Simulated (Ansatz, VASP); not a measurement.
## One calculation of Mo, two programs

INCAR

```
  PREC = Accurate
  ENCUT = 600
  EDIFF = 1E-6
  ISMEAR = -1
  SIGMA = 0.05
  LREAL = False
  LASPH = True
  NELM = 80
  ALGO = Fast
  ISIF = 3
  LWAVE = False
  LCHARG = False
  GGA = B5
  ALDAX = 1.0
  AGGAX = 1.0
  AGGAC = 1.0
  ALDAC = 0.0
  IBRION = 2
  NSW = 60
  EDIFFG = -0.01
```

File KPOINTS:

```
Automatic mesh
0
Gamma
  12 12 12
```

File POSCAR:

```
Mo
1.0
   -1.5838089719      1.5838089719      1.5838089719
    1.5838089719     -1.5838089719      1.5838089719
    1.5838089719      1.5838089719     -1.5838089719
Mo
1
Direct
    0.0000000000      0.0000000000      0.0000000000
```

File input.yaml:

```yaml
crystal:
  lattice:
    - [-1.5838089719, 1.5838089719, 1.5838089719]
    - [1.5838089719, -1.5838089719, 1.5838089719]
    - [1.5838089719, 1.5838089719, -1.5838089719]
  atoms:
    - { symbol: Mo, position: [0.0, 0.0, 0.0] }
hamiltonian:
  xc: blyp
  pseudopotentials: { kind: paw }
kpoints:
  mp_grid: { grid: [12, 12, 12] }
scf:
  occupations: { method: fermi_dirac, width: 0.05 }
output:
  forces: true
  stress: true
  eigenvalues: true
relax:
  f_tol: 0.01
  max_steps: 40
  cell: { stress_tol: 0.05 }
```

Alike in both runs: task relaxation of cell and atoms; functional BLYP; k mesh 12 × 12 × 12; occupations fermi-dirac, width 0.05 eV; no spin polarisation.

|  | VASP | Ansatz |
| --- | --- | --- |
| version | VASP 6.6.1 | Ansatz 0.2.0 |
| potentials or method | VASP PAW PBE potentials, release 64 (Mo_sv) | Ansatz PAW |
| plane-wave cutoff (eV) | 600 | 420 |
| valence electrons in the cell | 14 | 14 |

VASP gave:

```
gap on the k mesh at the Fermi level, each at its own relaxed structure (eV) : none
relaxed volume (Å³/atom)                                                     : 16.47
relaxed cell length with the largest relative difference (Å)                 : 2.776
```

Problem. Which values does Ansatz return?

Solution. gap on the k mesh at the Fermi level, each at its own relaxed structure (eV): none; relaxed volume (Å³/atom): 16.40; relaxed cell length with the largest relative difference (Å): 2.772.

VASP's potentials were made for PBE, not for BLYP. A gap of «none» marks a metal or a gap that the smearing closes.

Noted on Ansatz's run: the plane-wave basis is chosen anew once the cell has moved, so the energies of steps on either side of that aren't comparable.
